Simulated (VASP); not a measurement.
Runs of VASP 6.6.1 on Sn. The typed cell holds 1 atom: a = 3.234 Å, b = 3.520 Å, c = 3.421 Å, α = 119.67°, β = 114.67°, γ = 94.75°. 

| level | potentials or basis | k mesh | grid for exact exchange (PRECFOCK) | share of exact exchange | screening parameter | gap on the mesh (eV) | pressure (GPa) |
| --- | --- | --- | --- | --- | --- | --- | --- |
| PBEsol | VASP PAW PBE potentials, release 64 (Sn_d) | 6 × 5 × 6 | - | - | - | none | (a) |
| PBEsol-based screened hybrid | VASP PAW PBE potentials, release 64 (Sn_d) | 5 × 5 × 5 | Normal | 0.25 | 0.207 1/Å | none | -4.2 |
| LDA | VASP PAW LDA potentials, release 64 (Sn_d) | 6 × 5 × 6 | - | - | - | none | -4.9 |
| r2SCAN | VASP PAW PBE potentials, release 64 (Sn_d) | 6 × 5 × 6 | - | - | - | none | -2.4 |

Alike in all rows: task single point; no spin polarisation; cell as given; cutoff (eV) 520; smearing fermi-dirac 0.05 eV.

**Question.** Estimate the missing entries.

**Answer.** (a) -3.8.

Caveats: all runs use coarse meshes; spin-orbit coupling is left out, which moves the levels of the heavy elements; the PAW data sets were made with another functional, which shifts forces and pressure a little (some runs).

A k mesh can miss the band edges, and the runs leave out spin-orbit coupling on Sn.

A gap of «none» marks levels without a gap at the run's occupations.
